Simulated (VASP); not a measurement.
# SnO2 (P4_2/mnm) in VASP: dielectric tensor with r2SCAN

Aim: the dielectric tensor of SnO2 with r2SCAN.

All numbers are computed with VASP 6.6.1; they aren't measurements. Logs are shortened: lines on timing, memory, paths and dates and some standing lists are left out, and cuts for length are marked.

### Step 1. The cell of the first run

It takes space group P4_2/mnm (No. 136, tetragonal). Conventional cell: a = 4.856 Å, b = 4.856 Å, c = 3.264 Å, α = 90.00°, β = 90.00°, γ = 90.00°. Within 2.8 Å of Sn (site symmetry mmm) lie 6 O at 2.10 to 2.11 Å. O (site symmetry m2m) has 3 Sn at 2.10 to 2.11 Å and 1 O at 2.64 Å within 2.8 Å.

### Step 2. Dielectric tensor, r2SCAN (strain +2.0%)

INCAR reads:

```
SYSTEM = SnO2
PREC = Accurate ; ENCUT = 520
EDIFF = 1E-8 ; ISMEAR = 0
SIGMA = 0.01 ; LREAL = .FALSE.
LASPH = .TRUE. ; NELM = 60
ALGO = Normal ; ISIF = 2
LWAVE = .FALSE. ; LCHARG = .FALSE.
METAGGA = R2SCAN ; LMIXTAU = .TRUE.
LCALCEPS = .TRUE. ; KPAR = 4
```

KPOINTS reads:

```
Automatic mesh
0
G
  4 4 6
  0 0 0
```

POSCAR reads:

```
SnO2
1.0
    4.8557851990      0.0000000000      0.0000000000
    0.0000000000      4.8557851990      0.0000000000
    0.0000000000      0.0000000000      3.2640818765
Sn O
2 4
Direct
    0.0000000000      0.0000000000      0.0000000000
    0.5000000000      0.5000000000      0.5000000000
    0.3074420666      0.3074420666      0.0000000000
    0.1925579334      0.8074420666      0.5000000000
    0.8074420666      0.1925579334      0.5000000000
    0.6925579334      0.6925579334      0.0000000000
```

Potentials or basis: VASP PAW PBE potentials, release 64 (Sn_d, O).

Launch:

```bash
$ cat potpaw_PBE.64/Sn_d/POTCAR potpaw_PBE.64/O/POTCAR > POTCAR
$ mpirun -np 4 vasp_std > vasp.out
```

OUTCAR:

```text
SYSTEM = SnO2
   PREC = Accurate
   ENCUT = 520
   EDIFF = 1E-8
   ISMEAR = 0
   LREAL = .FALSE.
   LASPH = .TRUE.
   NELM = 60
   ISIF = 2
   METAGGA = R2SCAN

 ion  position               nearest neighbor table
   1  0.000  0.000  0.000-   4 2.10   5 2.10   4 2.10   5 2.10   3 2.11   6 2.11
   2  0.500  0.500  0.500-   3 2.10   6 2.10   3 2.10   6 2.10   5 2.11   4 2.11
   3  0.307  0.307  0.000-   2 2.10   2 2.10   1 2.11
   4  0.193  0.807  0.500-   1 2.10   1 2.10   2 2.11
   5  0.807  0.193  0.500-   1 2.10   1 2.10   2 2.11
   6  0.693  0.693  0.000-   2 2.10   2 2.10   1 2.11

  LATTYP: Found a simple tetragonal cell.
 ALAT       =     4.8557851990
 C/A-ratio  =     0.6722047502

  Lattice vectors:

 A1 = (   4.8557851990,   0.0000000000,   0.0000000000)
 A2 = (   0.0000000000,   4.8557851990,   0.0000000000)
 A3 = (   0.0000000000,   0.0000000000,   3.2640818765)

Analysis of symmetry for initial positions (statically):
=====================================================================
 Subroutine PRICEL returns:
 Original cell was already a primitive cell.

 Routine SETGRP: Setting up the symmetry group for a
 simple tetragonal supercell.

 Subroutine GETGRP returns: Found 16 space group operations
 (whereof  8 operations were pure point group operations)
 out of a pool of 16 trial point group operations.

The static configuration has the point symmetry D_2h.
 The point group associated with its full space group is D_4h.

Analysis of symmetry for dynamics (positions and initial velocities):
=====================================================================
 Subroutine PRICEL returns:
 Original cell was already a primitive cell.

 Routine SETGRP: Setting up the symmetry group for a
 simple tetragonal supercell.

 Subroutine GETGRP returns: Found 16 space group operations
 (whereof  8 operations were pure point group operations)
 out of a pool of 16 trial point group operations.

The dynamic configuration has the point symmetry D_2h.
 The point group associated with its full space group is D_4h.

 Subroutine INISYM returns: Found 16 space group operations
 (whereof  8 operations are pure point group operations),
 and found     1 'primitive' translations

----------------------------------------------------------------------------------------

[... 159 lines left out ...]
      1     -16.7559      2.00000
      2     -16.0026      2.00000
      3     -15.7907      2.00000
      4     -15.7907      2.00000
      5     -15.7728      2.00000
      6     -15.7119      2.00000
[... 805 lines left out ...]
     30   10000.0000      0.00000
     31   10000.0000      0.00000

------------------------ aborting loop because EDIFF is reached ----------------------------------------

            Ionic dipole moment: p[ion]=(   -33.99050   -33.99050   -42.43306 ) |e| Angst

 Total electronic dipole moment: p[elc]=(    -4.85579    -4.85579     3.27897 ) |e| Angst

 MACROSCOPIC STATIC DIELECTRIC TENSOR (including local field effects)
 ------------------------------------------------------
           4.174233     0.000000     0.000000
           0.000000     4.174233     0.000000
           0.000000     0.000000     4.499726
 ------------------------------------------------------

 PIEZOELECTRIC TENSOR (including local field effects) (e Angst)
          XX          YY          ZZ          XY          YZ          ZX
  --------------------------------------------------------------------------------
  x     0.00000     0.00000     0.00000     0.00000     0.00000     0.00000
  y     0.00000     0.00000     0.00000     0.00000     0.00000     0.00000
  z     0.00000     0.00000     0.00000     0.00000     0.00000     0.00000

 PIEZOELECTRIC TENSOR (including local field effects) (C/m^2)
          XX          YY          ZZ          XY          YZ          ZX
  --------------------------------------------------------------------------------
  x     0.00000     0.00000     0.00000     0.00000     0.00000     0.00000
  y     0.00000     0.00000     0.00000     0.00000     0.00000     0.00000
  z     0.00000     0.00000     0.00000     0.00000     0.00000     0.00000

 BORN EFFECTIVE CHARGES (including local field effects) (in |e|, cummulative output)
 ---------------------------------------------------------------------------------
 ion    1
    1     4.11763     0.48327     0.00000
    2     0.48327     4.11763     0.00000
    3     0.00000     0.00000     4.49845
 ion    2
    1     4.11763    -0.48327     0.00000
    2    -0.48327     4.11763     0.00000
    3     0.00000     0.00000     4.49845
 ion    3
    1    -2.05882    -0.71294     0.00000
    2    -0.71294    -2.05882     0.00000
    3     0.00000     0.00000    -2.24922
 ion    4
    1    -2.05882     0.71294     0.00000
    2     0.71294    -2.05882     0.00000
    3     0.00000     0.00000    -2.24922
 ion    5
    1    -2.05882     0.71294     0.00000
    2     0.71294    -2.05882     0.00000
    3     0.00000     0.00000    -2.24922
 ion    6
    1    -2.05882    -0.71294     0.00000
    2    -0.71294    -2.05882     0.00000
    3     0.00000     0.00000    -2.24922

  FORCE on cell =-STRESS in cart. coord.  units (eV):
  Direction    XX          YY          ZZ          XY          YZ          ZX
  --------------------------------------------------------------------------------------
  -------------------------------------------------------------------------------------
  Total       -4.3959171     -4.3959171     -5.6422022      0.0000000      0.0000000      0.0000000
  in kB      -91.5124329    -91.5124329   -117.4570930      0.0000000      0.0000000      0.0000000
  external PRESSURE =    -100.1606529 kB  Pullay stress =       0.0000000 kB

 VOLUME and BASIS-vectors are now :
 -----------------------------------------------------------------------------
  energy-cutoff  :      520.00
  volume of cell :       76.96
      direct lattice vectors                 reciprocal lattice vectors
     4.855785199  0.000000000  0.000000000     0.205939917  0.000000000  0.000000000
     0.000000000  4.855785199  0.000000000     0.000000000  0.205939917  0.000000000
     0.000000000  0.000000000  3.264081877     0.000000000  0.000000000  0.306364864

 POSITION                                       TOTAL-FORCE (eV/Angst)
 -----------------------------------------------------------------------------------
      0.00000      0.00000      0.00000         0.000000     -0.000000      0.000000
      2.42789      2.42789      1.63204         0.000000     -0.000000      0.000000
      1.49287      1.49287      0.00000        -0.021127     -0.021127      0.000000
      0.93502      3.92077      1.63204         0.021127     -0.021127      0.000000
      3.92077      0.93502      1.63204        -0.021127      0.021127     -0.000000
      3.36291      3.36291      0.00000         0.021127      0.021127     -0.000000
 -----------------------------------------------------------------------------------
    total drift:                                0.000000      0.000000      0.000000

  FREE ENERGIE OF THE ION-ELECTRON SYSTEM (eV)
  ---------------------------------------------------
  free  energy   TOTEN  =       -84.5352058883 eV

  energy  without entropy=      -84.5352058883  energy(sigma->0) =      -84.53520589
```

OSZICAR:

```text
N       E                     dE             d eps       ncg     rms          rms(c)
DAV:   1     0.602652458781E+03    0.60265E+03   -0.26835E+04  1613   0.261E+03
DAV:   2    -0.113905281362E+01   -0.60379E+03   -0.58127E+03  1639   0.674E+02
[... 13 lines left out ...]
DMP:  11    -0.845352057526E+02   -0.12953E-06   -0.86032E-07   744   0.113E-06   0.197E-06
DMP:  12    -0.845352058163E+02   -0.63716E-07   -0.47222E-07   744   0.657E-07   0.101E-06
DMP:  13    -0.845352058517E+02   -0.35366E-07   -0.25742E-07   744   0.340E-07   0.584E-07
DMP:  14    -0.845352058712E+02   -0.19500E-07   -0.14186E-07   744   0.189E-07   0.320E-07
DMP:  15    -0.845352058820E+02   -0.10858E-07   -0.80737E-08   744   0.103E-07   0.190E-07
DMP:  16    -0.845352058883E+02   -0.62782E-08   -0.40368E-08   744   0.469E-08   0.104E-07
   1 F= -.84535206E+02 E0= -.84535206E+02  d E =-.194413E-25
```

It took 40 min on 4 MPI ranks of Oxide Virtual Turin-like, shared host; peak memory 0.44 GiB.

What came out:

| Quantity | Value |
| --- | --- |
| Band gap on the k mesh | 1.13 eV |
| Electronic dielectric tensor (diagonal) | 4.17, 4.17, 4.50 |
| Born charges (mean of the diagonal) | Sn +4.24; O -2.12 e |

Electronic dielectric tensor:
```
4.17 0.00 0.00
0.00 4.17 0.00
0.00 0.00 4.50
```

Born effective charge tensors (e):
atom 1, Sn
```
4.12 0.48 0.00
0.48 4.12 0.00
0.00 0.00 4.50
```
atom 2, Sn
```
 4.12 -0.48  0.00
-0.48  4.12  0.00
 0.00  0.00  4.50
```
atom 3, O
```
-2.06 -0.71  0.00
-0.71 -2.06  0.00
 0.00  0.00 -2.25
```
atom 4, O
```
-2.06  0.71  0.00
 0.71 -2.06  0.00
 0.00  0.00 -2.25
```
atom 5, O
```
-2.06  0.71  0.00
 0.71 -2.06  0.00
 0.00  0.00 -2.25
```
atom 6, O
```
-2.06 -0.71  0.00
-0.71 -2.06  0.00
 0.00  0.00 -2.25
```

Dipole moments of the cell (e·Å, modulo the quantum): ionic -33.990, -33.990, -42.433; electronic -4.856, -4.856, 3.279

Caveat: the cell differs from its parent crystal (strain +2.0%); the structure was generated, so it needn't be the stable form of SnO2; the PAW data sets were made with another functional, which shifts forces and pressure a little; spin-orbit coupling is left out, which moves the levels of the heavy elements.
